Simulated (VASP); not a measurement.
# Sb (P4/mmm) in VASP: further runs

Runs on Sb. Level: r2SCAN. Tasks: single point.

Everything below comes from runs of VASP 6.6.1. Logs are shortened: lines on timing, memory, paths and dates and some standing lists are left out, and cuts for length are marked.

## Step 1: The cell of the first run

Symmetry: P4/mmm, No. 123, tetragonal system. The conventional cell has a = 3.160 Å, b = 3.160 Å, c = 3.215 Å, α = 90.00°, β = 90.00°, γ = 90.00°. Sb (site symmetry 4/mmm) has 6 Sb at 3.16 to 3.22 Å within 4.2 Å.

## Step 2: Single point, r2SCAN (strain +0.0175 x Voigt [1, 0, 0, 0, 0, 0])

The input, POSCAR:

```
Sb
1.0
    3.2153000000      0.0000000000      0.0000000000
    0.0000000000      3.1600000000      0.0000000000
    0.0000000000      0.0000000000      3.1600000000
Sb
1
Direct
    0.0000000000      0.0000000000      0.0000000000
```

The input, INCAR.step1:

```
SYSTEM = Sb
PREC = Accurate
ENCUT = 520
ISMEAR = 0
SIGMA = 0.15
LREAL = .FALSE.
LASPH = .TRUE.
NELM = 100
NBANDS = 8
GGA = PE
ALGO = Normal
EDIFF = 1E-4
LWAVE = .TRUE.
LCHARG = .FALSE.
```

The input, INCAR.step2:

```
SYSTEM = Sb
PREC = Accurate
ENCUT = 520
EDIFF = 1E-6
ISMEAR = 0
SIGMA = 0.15
LREAL = .FALSE.
LASPH = .TRUE.
NELM = 100
ALGO = Normal
ISIF = 2
LWAVE = .FALSE.
LCHARG = .TRUE.
METAGGA = R2SCAN
LMIXTAU = .TRUE.
LELF = .TRUE.
LVHAR = .TRUE.
NBANDS = 8
ISTART = 1
```

The input, KPOINTS:

```
regular mesh
0
G
  16 16 16
  0 0 0
```

Potentials or basis: VASP PAW PBE potentials, release 64 (Sb).

Command:

```console
cat potpaw_PBE.64/Sb/POTCAR > POTCAR
cp INCAR.step1 INCAR
mpirun -np 1 vasp_std > vasp.out
cp INCAR.step2 INCAR
mpirun -np 1 vasp_std > vasp.out
```

OUTCAR:

```text
SYSTEM = Sb
   PREC = Accurate
   ENCUT = 520
   EDIFF = 1E-6
   ISMEAR = 0
   LREAL = .FALSE.
   LASPH = .TRUE.
   NELM = 100
   ISIF = 2
   METAGGA = R2SCAN
   ISTART = 1

 ion  position               nearest neighbor table
   1  0.000  0.000  0.000-

  LATTYP: Found a simple tetragonal cell.
 ALAT       =     3.1600000000
 C/A-ratio  =     1.0175000000

  Lattice vectors:

 A1 = (   0.0000000000,   3.1600000000,   0.0000000000)
 A2 = (   0.0000000000,   0.0000000000,   3.1600000000)
 A3 = (   3.2153000000,   0.0000000000,   0.0000000000)

Analysis of symmetry for initial positions (statically):
=====================================================================
 Subroutine PRICEL returns:
 Original cell was already a primitive cell.

 Routine SETGRP: Setting up the symmetry group for a
 simple tetragonal supercell.

 Subroutine GETGRP returns: Found 16 space group operations
 (whereof 16 operations were pure point group operations)
 out of a pool of 16 trial point group operations.

The static configuration has the point symmetry D_4h.

Analysis of symmetry for dynamics (positions and initial velocities):
=====================================================================
 Subroutine PRICEL returns:
 Original cell was already a primitive cell.

 Routine SETGRP: Setting up the symmetry group for a
 simple tetragonal supercell.

 Subroutine GETGRP returns: Found 16 space group operations
 (whereof 16 operations were pure point group operations)
 out of a pool of 16 trial point group operations.

The dynamic configuration has the point symmetry D_4h.

 Subroutine INISYM returns: Found 16 space group operations
 (whereof 16 operations are pure point group operations),
 and found     1 'primitive' translations

----------------------------------------------------------------------------------------

                                     Primitive cell

  volume of cell :      32.1067

  direct lattice vectors                    reciprocal lattice vectors
     3.215300000  0.000000000  0.000000000     0.311012969  0.000000000  0.000000000
     0.000000000  3.160000000  0.000000000     0.000000000  0.316455696  0.000000000
     0.000000000  0.000000000  3.160000000     0.000000000  0.000000000  0.316455696

  length of vectors
     3.215300000  3.160000000  3.160000000     0.311012969  0.316455696  0.316455696

  position of ions in fractional coordinates (direct lattice)
     0.000000000  0.000000000  0.000000000

  ion indices of the primitive-cell ions
   primitive index   ion index
                 1           1

----------------------------------------------------------------------------------------

 KPOINTS: regular mesh

Automatic generation of k-mesh.
 Grid dimensions read from file:
 generate k-points for:   16   16   16

 Generating k-lattice:

  Cartesian coordinates                     Fractional coordinates (reciprocal lattice)
     0.019438311  0.000000000  0.000000000     0.062500000  0.000000000  0.000000000
     0.000000000  0.019778481  0.000000000     0.000000000  0.062500000  0.000000000
     0.000000000  0.000000000  0.019778481     0.000000000  0.000000000  0.062500000

  Length of vectors
     0.019438311  0.019778481  0.019778481

  Shift w.r.t. Gamma in fractional coordinates (k-lattice)
     0.000000000  0.000000000  0.000000000

 Subroutine IBZKPT returns following result:
 ===========================================

 Found    405 irreducible k-points:

 Following reciprocal coordinates:
            Coordinates               Weight
  0.000000  0.000000  0.000000      1.000000
  0.062500  0.000000  0.000000      2.000000
  0.125000  0.000000  0.000000      2.000000
  0.187500  0.000000  0.000000      2.000000
  0.250000  0.000000  0.000000      2.000000
  0.312500  0.000000  0.000000      2.000000
[... 16 lines left out ...]
  0.250000  0.125000  0.000000      8.000000
  0.312500  0.125000  0.000000      8.000000
 [... further k-points ...]
   k-points           NKPTS =    405   k-points in BZ     NKDIM =    405   number of bands    NBANDS=      8
   number of dos      NEDOS =    301   number of ions     NIONS =      1
   total plane-waves  NPLWV =  13824
   dimension x,y,z NGX =    24 NGY =   24 NGZ =   24
   dimension x,y,z NGXF=    48 NGYF=   48 NGZF=   48
   ions per type =               1
   NGX,Y,Z   is equivalent  to a cutoff of  12.41, 12.63, 12.63 a.u.
   NGXF,Y,Z  is equivalent  to a cutoff of  24.82, 25.25, 25.25 a.u.
 SYSTEM =  Sb
   PREC   = accura    normal or accurate (medium, high low for compatibility)
   ISTART =      1    job   : 0-new  1-cont  2-samecut
   ICHARG =      0    charge: 1-file 2-atom 10-const
   ISPIN  =      1    spin polarized calculation?
   LNONCOLLINEAR =      F non collinear calculations
   LSORBIT =      F    spin-orbit coupling
   LASPH  =      T    aspherical Exc in radial PAW
   ENCUT  =  520.0 eV  38.22 Ry    6.18 a.u.   5.98  5.88  5.88*2*pi/ulx,y,z
   NELM   =    100;   NELMIN=  2; NELMDL=  0     # of ELM steps
   EDIFF  = 0.1E-05   stopping-criterion for ELM
   LREAL  =      F    real-space projection
[... 7 lines left out ...]
   TEBEG  =    0.0;   TEEND  =   0.0 temperature during run
   PSTRESS=    0.0 pullay stress
   NELECT =       5.0000    total number of electrons
   NUPDOWN=      -1.0000    fix difference up-down
   EMIN   =  10.00;   EMAX   =-10.00  energy-range for DOS
   EFERMI =   0.00;   METHOD = LEGACY
   ISMEAR =     0;   SIGMA  =   0.15  broadening in eV -4-tet -1-fermi 0-gaus
   EFERMI_NEDOS =   21; number of points for ismear=-14 and -15
   IALGO  =     38    algorithm
   IMIX   =      4    mixing-type and parameters
     AMIX     =   0.40;   BMIX     =  1.00
     AMIX_MAG =   1.60;   BMIX_MAG =  1.00
  volume/ion in A,a.u.               =      32.11       216.67
  Fermi-wavevector in a.u.,A,eV,Ry     =   0.880778  1.664428 10.554981  0.775769
  Thomas-Fermi vector in A             =   2.001184
   LORBIT       =      0    0 simple, 1 ext, 2 COOP (PROOUT), +10 PAW based schemes
   METAGGA = R2SCAN    functional components
   LHFCALC =     F    Hartree Fock is set to
   AEXX    =    0.0000 exact exchange contribution
   IVDW    =     0    specifies the selected vdW correction
   LEPSILON=     F    determine dielectric tensor
   LRPA    =     F    only Hartree local field effects (RPA)
 non-spin polarized calculation
 Gauss-broadening in eV      SIGMA  =   0.15
  energy-cutoff  :      520.00
  volume of cell :       32.11
 maximum number of plane-waves:       888
 NGX is ok and might be reduce to    24
   NGX = 11   NGY = 11   NGZ = 11

 number of electron       5.0000001 magnetization

 Free energy of the ion-electron system (eV)
  ---------------------------------------------------
  ext. energy  EPLUGINS =         0.00000000
  ---------------------------------------------------
  free energy    TOTEN  =       -25.59948211 eV

  energy without entropy =      -25.59368922  energy(sigma->0) =      -25.59658567

 E-fermi :   6.1579     XC(G=0):  -9.7847

 val. band max:        6.1510391881   @ k =   0.1875   0.1875   0.1250
 cond. band min:       6.1650529467   @ k =   0.4375   0.2500   0.0000
 fundamental gap:      0.0140137586
 Fermi energy:         6.1578959659

 k-point     1 :       0.0000    0.0000    0.0000
  band No.  band energies     occupation
      1      -6.2628      2.00000
      2       9.0771      0.00000
      3       9.5534      0.00000
      4       9.5534      0.00000
      5      13.2011      0.00000
      6      13.4440      0.00000
      7      14.8506      0.00000
      8      24.0967      0.00000

 k-point     2 :       0.0625    0.0000    0.0000
  band No.  band energies     occupation
      1      -6.2097      2.00000
      2       8.3966      0.00000
      3       9.6045      0.00000
      4       9.6045      0.00000
      5      13.4872      0.00000
      6      13.7873      0.00000
      7      15.0761      0.00000
      8      23.5678      0.00000

 k-point     3 :       0.1250    0.0000    0.0000
  band No.  band energies     occupation
      1      -6.0519      2.00000
      2       7.0343      0.00000
      3       9.7545      0.00000
      4       9.7545      0.00000
      5      13.6159      0.00000
      6      14.4709      0.00000
      7      16.1431      0.00000
      8      22.5643      0.00000

 k-point     4 :       0.1875    0.0000    0.0000
  band No.  band energies     occupation
      1      -5.7944      2.00000
      2       5.5626      2.00000
      3       9.9934      0.00000
      4       9.9934      0.00000
      5      13.8269      0.00000
      6      14.8472      0.00000
      7      17.8565      0.00000
      8      21.4890      0.00000

 k-point     5 :       0.2500    0.0000    0.0000
  band No.  band energies     occupation
      1      -5.4485      2.00000
      2       4.1549      2.00000
      3      10.3021      0.00000
      4      10.3021      0.00000
      5      14.1128      0.00000
      6      15.2311      0.00000
      7      19.5982      0.00000
      8      20.4543      0.00000
[... 177 lines left out ...]
 k-point    22 :       0.1875    0.1250    0.0000
  band No.  band energies     occupation
      1      -5.5690      2.00000
      2       5.7705      1.99974
      3       7.8406      0.00000
      4      10.2118      0.00000
      5      14.4561      0.00000
      6      16.7132      0.00000
      7      17.7871      0.00000
      8      19.5298      0.00000

 k-point    23 :       0.2500    0.1250    0.0000
  band No.  band energies     occupation
      1      -5.2226      2.00000
      2       4.3666      2.00000
      3       8.1570      0.00000
      4      10.5213      0.00000
      5      14.7676      0.00000
      6      16.7451      0.00000
      7      18.0790      0.00000
      8      20.1117      0.00000

 k-point    24 :       0.3125    0.1250    0.0000
  band No.  band energies     occupation
      1      -4.8103      2.00000
      2       3.1016      2.00000
      3       8.5242      0.00000
      4      10.8687      0.00000
      5      15.1272      0.00000
      6      16.2411      0.00000
      7      18.0629      0.00000
      8      19.6932      0.00000

 [... further k-points ...]

------------------------ aborting loop because EDIFF is reached ----------------------------------------

  FORCE on cell =-STRESS in cart. coord.  units (eV):
  Direction    XX          YY          ZZ          XY          YZ          ZX
  --------------------------------------------------------------------------------------
  -------------------------------------------------------------------------------------
  Total       -1.0826161     -0.7932054     -0.7932054      0.0000000      0.0000000      0.0000000
  in kB      -54.0243286    -39.5822589    -39.5822589      0.0000000      0.0000000      0.0000000
  external PRESSURE =     -44.3962822 kB  Pullay stress =       0.0000000 kB

 VOLUME and BASIS-vectors are now :
 -----------------------------------------------------------------------------
  energy-cutoff  :      520.00
  volume of cell :       32.11
      direct lattice vectors                 reciprocal lattice vectors
     3.215300000  0.000000000  0.000000000     0.311012969  0.000000000  0.000000000
     0.000000000  3.160000000  0.000000000     0.000000000  0.316455696  0.000000000
     0.000000000  0.000000000  3.160000000     0.000000000  0.000000000  0.316455696

 POSITION                                       TOTAL-FORCE (eV/Angst)
 -----------------------------------------------------------------------------------
      0.00000      0.00000      0.00000         0.000000      0.000000      0.000000
 -----------------------------------------------------------------------------------
    total drift:                                0.000000      0.000000      0.000000

  FREE ENERGIE OF THE ION-ELECTRON SYSTEM (eV)
  ---------------------------------------------------
  free  energy   TOTEN  =       -25.5994821132 eV

  energy  without entropy=      -25.5936892227  energy(sigma->0) =      -25.59658567
```

Run time: 2.6 min. Hardware: 1 thread of Intel Xeon Platinum 8259CL at 2.50GHz (Skylake/Cascade Lake), shared host; peak memory 0.22 GiB.

Results:

- Free energy: -25.5995 eV
- Pressure: -4.4 GPa
- Band gap on the k mesh: zero (an odd number of electrons rules out a gap without spin polarisation)

Stress tensor (GPa, compression positive):
```
-5.40  0.00  0.00
 0.00 -3.96  0.00
 0.00  0.00 -3.96
```

Caveat: the cell differs from its parent crystal (strain +0.0175 x Voigt [1, 0, 0, 0, 0, 0]); the cell stands under tension; the PAW data sets were made with another functional, which shifts forces and pressure a little; spin-orbit coupling is left out, which moves the levels of the heavy elements.

[end of part 1 of 2]
